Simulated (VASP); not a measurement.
Crystal: Ge.

```
Ge
1.0
     1.37827   -2.56537    0.00000
     1.37827    2.56537    0.00000
     0.00000    0.00000    2.66176
Ge
1
Direct
  0.50000 0.50000 0.00000
```

Program: VASP 6.6.1. Alike in all runs: task single point; no spin polarisation; cell as given; k mesh 11 × 11 × 10; cutoff (eV) 520; smearing fermi-dirac 0.05 eV.

Question: Order these runs on this cell by their pressure, lowest first.
A. level PBE; potentials or basis VASP PAW PBE potentials, release 64 (Ge_d)
B. level LDA; potentials or basis VASP PAW LDA potentials, release 64 (Ge_d)
C. level r2SCAN; potentials or basis VASP PAW PBE potentials, release 64 (Ge_d)

Answer: B (-3.3 GPa), C (-0.6 GPa), A (2.0 GPa).

Caveats: the PAW data sets were made with another functional, which shifts forces and pressure a little (some runs).
